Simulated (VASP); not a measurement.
# Si8O in VASP: single point with PBE

Aim: the single point of Si8O with PBE.

Program: VASP 6.6.1. These are calculated values, not measurements. Logs are shortened: lines on timing, memory, paths and dates and some standing lists are left out, and cuts for length are marked.

### Step 1. The cell of the first run

The cell holds a slab with vacuum, 9 atoms: a = 3.851 Å, b = 6.365 Å, c = 19.753 Å, α = 90.00°, β = 90.00°, γ = 90.00°.

### Step 2. Single point, PBE, collinear spin, ferromagnetic start

Input file INCAR:

```
SYSTEM = Si8O
PREC     = Accurate       ! precision mode
ENCUT    = 520            ! plane-wave cutoff, eV
EDIFF    = 1E-6           ! SCF threshold, eV
ISMEAR   = 0              ! smearing method
SIGMA    = 0.05           ! smearing width, eV
LREAL    = .FALSE.        ! projectors in reciprocal space
LASPH    = .TRUE.         ! aspherical terms in the spheres
NELM     = 150            ! most SCF steps
ALGO     = Normal         ! electronic algorithm
ISIF     = 2              ! what is computed and relaxed
LWAVE    = .FALSE.        ! write WAVECAR
LCHARG   = .FALSE.        ! write CHGCAR
ISPIN    = 2              ! spin polarisation
MAGMOM   = 0 0 0 0 0 0 0 0 2 ! initial moments
LORBIT   = 11             ! projections on sites
LDIPOL   = .TRUE.       
IDIPOL   = 3            
DIPOL    = 0.5 0.5 0.327
GGA      = PE             ! functional
NBANDS   = 33             ! bands
```

Input file KPOINTS:

```
regular mesh
0
G
  7 4 1
  0 0 0
```

Input file POSCAR:

```
Si8O
1.0
    3.8510821816      0.0000000000      0.0000000000
    0.0000000000      6.3646812169      0.0000000000
    0.0000000000      0.0000000000     19.7525434844
Si O
8 1
Direct
    0.0000000000      0.9370679252      0.2025055661
    0.0000000000      0.5629320748      0.2025055661
    0.5000000000      0.4370679252      0.2587875162
    0.5000000000      0.0629320748      0.2587875162
    0.5000000000      0.9333044677      0.3720589469
    0.5000000000      0.5666955323      0.3720589469
    0.0000000000      0.4259907537      0.4177964975
    0.0000000000      0.0740092463      0.4177964975
    0.0000000000      0.7593240871      0.4419391681
```

Potentials or basis: VASP PAW PBE potentials, release 64 (Si, O).

Command:

```
$ cat potpaw_PBE.64/Si/POTCAR potpaw_PBE.64/O/POTCAR > POTCAR
$ mpirun -np 1 vasp_std > vasp.out
```

OUTCAR:

```text
SYSTEM = Si8O
   PREC = Accurate
   ENCUT = 520
   EDIFF = 1E-6
   ISMEAR = 0
   LREAL = .FALSE.
   LASPH = .TRUE.
   NELM = 150
   ISIF = 2
   ISPIN = 2
   LORBIT = 11
   GGA = PE

 ion  position               nearest neighbor table
   1  0.000  0.937  0.203-   4 2.36   4 2.36   2 2.38
   2  0.000  0.563  0.203-   3 2.36   3 2.36   1 2.38
   3  0.500  0.437  0.259-   2 2.36   2 2.36   4 2.38   6 2.38
   4  0.500  0.063  0.259-   1 2.36   1 2.36   3 2.38   5 2.38
   5  0.500  0.933  0.372-   8 2.31   8 2.31   6 2.33   4 2.38
   6  0.500  0.567  0.372-   7 2.31   7 2.31   5 2.33   3 2.38
   7  0.000  0.426  0.418-   9 2.17   8 2.24   6 2.31   6 2.31
   8  0.000  0.074  0.418-   9 2.06   7 2.24   5 2.31   5 2.31
   9  0.000  0.759  0.442-   8 2.06   7 2.17

  LATTYP: Found a simple orthorhombic cell.
 ALAT       =     3.8510821816
 B/A-ratio  =     1.6526994016
 C/A-ratio  =     5.1290890594

  Lattice vectors:

 A1 = (   3.8510821816,   0.0000000000,   0.0000000000)
 A2 = (   0.0000000000,   6.3646812169,   0.0000000000)
 A3 = (   0.0000000000,   0.0000000000,  19.7525434844)

Analysis of symmetry for initial positions (statically):
=====================================================================
 Subroutine PRICEL returns:
 Original cell was already a primitive cell.

 Routine SETGRP: Setting up the symmetry group for a
 simple orthorhombic supercell.

 Subroutine GETGRP returns: Found  2 space group operations
 (whereof  2 operations were pure point group operations)
 out of a pool of  8 trial point group operations.

The static configuration has the point symmetry C_1h.

Analysis of symmetry for dynamics (positions and initial velocities):
=====================================================================
 Subroutine PRICEL returns:
 Original cell was already a primitive cell.

 Routine SETGRP: Setting up the symmetry group for a
 simple orthorhombic supercell.

 Subroutine GETGRP returns: Found  2 space group operations
 (whereof  2 operations were pure point group operations)
 out of a pool of  8 trial point group operations.

The dynamic configuration has the point symmetry C_1h.

Analysis of structural, dynamic, and magnetic symmetry:
=====================================================================
 Subroutine PRICEL returns:
 Original cell was already a primitive cell.

 Routine SETGRP: Setting up the symmetry group for a
 simple orthorhombic supercell.

 Subroutine GETGRP returns: Found  2 space group operations
 (whereof  2 operations were pure point group operations)
 out of a pool of  8 trial point group operations.

The overall configuration has the point symmetry C_1h.

 Subroutine INISYM returns: Found  2 space group operations
 (whereof  2 operations are pure point group operations),
 and found     1 'primitive' translations

----------------------------------------------------------------------------------------

                                     Primitive cell

  volume of cell :     484.1528

  direct lattice vectors                    reciprocal lattice vectors
     3.851082182  0.000000000  0.000000000     0.259667271  0.000000000  0.000000000
     0.000000000  6.364681217  0.000000000     0.000000000  0.157117060  0.000000000
     0.000000000  0.000000000 19.752543484     0.000000000  0.000000000  0.050626392

  length of vectors
     3.851082182  6.364681217 19.752543484     0.259667271  0.157117060  0.050626392

  position of ions in fractional coordinates (direct lattice)
     0.000000000  0.937067925  0.202505566
     0.000000000  0.562932075  0.202505566
     0.500000000  0.437067925  0.258787516
     0.500000000  0.062932075  0.258787516
     0.500000000  0.933304468  0.372058947
     0.500000000  0.566695532  0.372058947
     0.000000000  0.425990754  0.417796497
     0.000000000  0.074009246  0.417796497
[... 61 lines left out ...]
   NGXF,Y,Z  is equivalent  to a cutoff of  25.90, 25.08, 25.25 a.u.
 SYSTEM =  Si8O
   PREC   = accura    normal or accurate (medium, high low for compatibility)
   ISTART =      0    job   : 0-new  1-cont  2-samecut
   ICHARG =      2    charge: 1-file 2-atom 10-const
   ISPIN  =      2    spin polarized calculation?
   LNONCOLLINEAR =      F non collinear calculations
   LSORBIT =      F    spin-orbit coupling
   LASPH  =      T    aspherical Exc in radial PAW
   ENCUT  =  520.0 eV  38.22 Ry    6.18 a.u.   7.16 11.83 36.73*2*pi/ulx,y,z
   NELM   =    150;   NELMIN=  2; NELMDL= -5     # of ELM steps
   EDIFF  = 0.1E-05   stopping-criterion for ELM
   LREAL  =      F    real-space projection
   EDIFFG = 0.1E-04   stopping-criterion for IOM
   NSW    =      0    number of steps for IOM
   IBRION =     -1    ionic relax: 0-MD 1-quasi-New 2-CG
   NFREE  =      0    steps in history (QN), initial steepest desc. (CG)
   ISIF   =      2    stress and relaxation
   ISYM   =      2    0-nonsym 1-usesym 2-fastsym
   POTIM  = 0.5000    time-step for ionic-motion
   TEBEG  =    0.0;   TEEND  =   0.0 temperature during run
   PSTRESS=    0.0 pullay stress
   NELECT =      38.0000    total number of electrons
   NUPDOWN=      -1.0000    fix difference up-down
   EMIN   =  10.00;   EMAX   =-10.00  energy-range for DOS
   EFERMI =   0.00;   METHOD = LEGACY
   ISMEAR =     0;   SIGMA  =   0.05  broadening in eV -4-tet -1-fermi 0-gaus
   EFERMI_NEDOS =   21; number of points for ismear=-14 and -15
   IALGO  =     38    algorithm
   IMIX   =      4    mixing-type and parameters
     AMIX     =   0.40;   BMIX     =  1.00
     AMIX_MAG =   1.60;   BMIX_MAG =  1.00
  volume/ion in A,a.u.               =      53.79       363.02
  Fermi-wavevector in a.u.,A,eV,Ry     =   0.700931  1.324567  6.684598  0.491304
  Thomas-Fermi vector in A             =   1.785219
   LORBIT       =     11    0 simple, 1 ext, 2 COOP (PROOUT), +10 PAW based schemes
   GGA     = PE    functional components
   LHFCALC =     F    Hartree Fock is set to
   AEXX    =    0.0000 exact exchange contribution
   IVDW    =     0    specifies the selected vdW correction
   LEPSILON=     F    determine dielectric tensor
   LRPA    =     F    only Hartree local field effects (RPA)
 spin polarized calculation
 Gauss-broadening in eV      SIGMA  =   0.05
  energy-cutoff  :      520.00
  volume of cell :      484.15
 maximum number of plane-waves:     13082
 NGX is ok and might be reduce to    30
   NGX = 15   NGY = 23   NGZ = 73

 dipolmoment           0.000000      0.000000     -0.011985 electrons x Angstroem

 number of electron      38.0000002 magnetization       0.0001000

 dipolmoment           0.000000      0.000000      0.034893 electrons x Angstroem

 Free energy of the ion-electron system (eV)
  ---------------------------------------------------
  ext. energy  EPLUGINS =         0.00000000
  ---------------------------------------------------
  free energy    TOTEN  =       -44.72584230 eV

  energy without entropy =      -44.71893690  energy(sigma->0) =      -44.72238960

 E-fermi :  -1.2471     XC(G=0):  -3.9927

 val. band max:       -1.2653811160   @ k =   0.4286   0.5000   0.0000
 cond. band min:      -1.2457339190   @ k =   0.0000   0.2500   0.0000
 fundamental gap:      0.0196471970
 Fermi energy:        -1.2471044182

 spin component 1

 k-point     1 :       0.0000    0.0000    0.0000
  band No.  band energies     occupation
      1     -18.8733      1.00000
      2     -12.4760      1.00000
      3     -11.2447      1.00000
      4     -10.7672      1.00000
      5      -9.3511      1.00000
      6      -8.5946      1.00000
[... 397 lines left out ...]
     30       3.8523      0.00000
     31       4.0959      0.00000
 Fermi energy:        -1.2471044182

 spin component 2

 k-point     1 :       0.0000    0.0000    0.0000
  band No.  band energies     occupation
      1     -18.8732      1.00000
      2     -12.4760      1.00000
      3     -11.2447      1.00000
      4     -10.7672      1.00000
      5      -9.3511      1.00000
      6      -8.5946      1.00000
[... 397 lines left out ...]
     30       3.8523      0.00000
     31       4.0959      0.00000
 [bands above 31 left out]

------------------------ aborting loop because EDIFF is reached ----------------------------------------

 vacuum level on the upper side and lower side of the slab       (xc-potential included)         0.073        -0.212

  FORCE on cell =-STRESS in cart. coord.  units (eV):
  Direction    XX          YY          ZZ          XY          YZ          ZX
  --------------------------------------------------------------------------------------
  -------------------------------------------------------------------------------------
  Total        3.7149052     -7.0321459      0.3981069      0.0000000      0.3554475      0.0000000
  in kB       12.2935085    -23.2710504      1.3174309      0.0000000      1.1762606      0.0000000
  external PRESSURE =      -3.2200370 kB  Pullay stress =       0.0000000 kB

 VOLUME and BASIS-vectors are now :
 -----------------------------------------------------------------------------
  energy-cutoff  :      520.00
  volume of cell :      484.15
      direct lattice vectors                 reciprocal lattice vectors
     3.851082182  0.000000000  0.000000000     0.259667271  0.000000000  0.000000000
     0.000000000  6.364681217  0.000000000     0.000000000  0.157117060  0.000000000
     0.000000000  0.000000000 19.752543484     0.000000000  0.000000000  0.050626392

 POSITION                                       TOTAL-FORCE (eV/Angst)
 -----------------------------------------------------------------------------------
      0.00000      5.96414      4.00000         0.000000     -0.822119      0.717918
      0.00000      3.58288      4.00000         0.000000      0.803564      0.675075
      1.92554      2.78180      5.11171         0.000000     -0.051820     -0.930013
      1.92554      0.40054      5.11171         0.000000      0.044427     -0.917551
      1.92554      5.94019      7.34911         0.000000      0.218069     -0.334514
      1.92554      3.60684      7.34911         0.000000     -0.224722     -0.268228
      0.00000      2.71130      8.25254         0.000000      2.584463      0.486037
      0.00000      0.47105      8.25254         0.000000     -3.068583      0.544702
      0.00000      4.83286      8.72942         0.000000      0.516722      0.026574
 -----------------------------------------------------------------------------------
    total drift:                                0.000000     -0.000369     -0.000302

  FREE ENERGIE OF THE ION-ELECTRON SYSTEM (eV)
  ---------------------------------------------------
  free  energy   TOTEN  =       -44.7258422984 eV

  energy  without entropy=      -44.7189368979  energy(sigma->0) =      -44.72238960

 vacuum level on the upper side and lower side of the slab         3.770         3.489

 total charge

# of ion       s       p       d       tot
------------------------------------------
    1        0.791   0.834   0.000   1.625
    2        0.790   0.836   0.000   1.626
    3        0.764   0.894   0.000   1.658
    4        0.764   0.894   0.000   1.658
    5        0.783   0.880   0.000   1.663
    6        0.781   0.889   0.000   1.669
    7        0.793   0.835   0.000   1.629
    8        0.783   0.842   0.000   1.625
    9        1.598   3.256   0.000   4.854
--------------------------------------------------
tot          7.848  10.159   0.000  18.007

 magnetization (x)

# of ion       s       p       d       tot
------------------------------------------
    1        0.000   0.000   0.000   0.000
    2        0.000   0.000   0.000   0.000
    3        0.000   0.000   0.000   0.000
    4        0.000   0.000   0.000   0.000
    5        0.000   0.000   0.000   0.000
    6        0.000   0.000   0.000   0.000
    7       -0.000   0.000   0.000   0.000
    8       -0.000   0.000   0.000   0.000
    9        0.000   0.000   0.000   0.000
--------------------------------------------------
tot          0.000   0.000   0.000   0.000
```

It took 40 min on 1 thread of Intel Xeon 8259CL, shared host; peak memory 0.84 GiB.

Results:

- Free energy: -44.7258 eV
- Largest force: 3.117 eV/Å
- Band gap on the k mesh: zero (filled and empty bands overlap)
- Net moment: 0.00 μB per cell
- Valence electrons inside the program's atomic spheres: Si 1.62, 1.63, 1.66, 1.67 (each value once); O 4.85

Forces in eV/Å, atoms in the order of the input:
```
Si   0.000 -0.822  0.718
Si   0.000  0.804  0.675
Si   0.000 -0.052 -0.930
Si   0.000  0.044 -0.918
Si   0.000  0.218 -0.335
Si   0.000 -0.225 -0.268
Si   0.000  2.584  0.486
Si   0.000 -3.069  0.545
O    0.000  0.517  0.027
```
